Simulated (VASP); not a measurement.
Write the native input for VASP 6.6.1 that does the following.

| Quantity | Value |
| --- | --- |
| Task | single point |
| Functional | PBE |
| Potentials or basis | VASP PAW PBE potentials, release 64 (W_sv) |
| Cutoff | 520 eV |
| k mesh | 16 × 16 × 16 |
| Occupations | gaussian, width 0.1 eV |
| Spin | no spin polarisation |
| Dipole correction | no |
| Further INCAR settings | ALGO = Normal; EDIFF = 1e-06; NBANDS = 13 |

The structure of W lies in POSCAR:

```
W
1.0
   -1.5913733336      1.5913733336      1.5913733336
    1.5913733336     -1.5913733336      1.5913733336
    1.5913733336      1.5913733336     -1.5913733336
W
1
Direct
    0.0000000000      0.0000000000      0.0000000000
```

One way to write it, as run:

INCAR

```
SYSTEM = W
PREC = Accurate
ENCUT = 520
EDIFF = 1E-6
ISMEAR = 0
SIGMA = 0.1
LREAL = .False.
LASPH = .True.
NELM = 80
ALGO = Normal
ISIF = 2
LWAVE = .False.
LCHARG = .False.
GGA = PE
NBANDS = 13
```

KPOINTS

```
Automatic mesh
0
Gamma
  16 16 16
  0 0 0
```

Potentials or basis: VASP PAW PBE potentials, release 64 (W_sv).

Launch:

```sh
$ cat potpaw_PBE.64/W_sv/POTCAR > POTCAR
$ mpirun -np 1 vasp_std > vasp.out
```

It gave:

```
Pressure               : 0.5 GPa
Band gap on the k mesh : zero (band 7 reaches 16.25 eV, above the bottom of band 8 at 10.00 eV)
```

Caveat: spin-orbit coupling is left out, which moves the levels of the heavy elements.

It took 8.4 s on 1 thread of Intel(R) Xeon(R) 6975P-C (Granite Rapids) (shared host), peak memory 0.14 GiB.
